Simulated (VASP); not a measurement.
Input of a VASP 6.6.1 run:

File INCAR:

```
SYSTEM = Nb
ALGO     = Normal         ! electronic algorithm
EDIFF    = 1E-7           ! SCF threshold, eV
ENCUT    = 520            ! plane-wave cutoff, eV
GGA      = PE             ! functional
ISIF     = 2              ! what is computed and relaxed
ISMEAR   = 0              ! smearing method
LASPH    = .TRUE.         ! aspherical terms in the spheres
LCHARG   = .TRUE.         ! write CHGCAR
LELF     = .TRUE.         ! ELF
LREAL    = .FALSE.        ! projectors in reciprocal space
LVHAR    = .TRUE.       
LWAVE    = .FALSE.        ! write WAVECAR
NBANDS   = 12             ! bands
NELM     = 60             ! most SCF steps
PREC     = Accurate       ! precision mode
SIGMA    = 0.1            ! smearing width, eV
```

KPOINTS

```
k-points
0
G
  8 8 8
  0 0 0
```

Contents of POSCAR:

```
Nb
1.0
   -1.6588161900      1.6588161900      1.6588161900
    1.6588161900     -1.6588161900      1.6588161900
    1.6588161900      1.6588161900     -1.6588161900
Nb
1
Direct
    0.0000000000      0.0000000000      0.0000000000
```

Potentials or basis: VASP PAW PBE potentials, release 64 (Nb_sv).

Run with:

```console
$ cat potpaw_PBE.64/Nb_sv/POTCAR > POTCAR
$ mpirun -np 1 vasp_std > vasp.out
```

Problem. Predict the pressure.

Solution. -1.1 GPa.
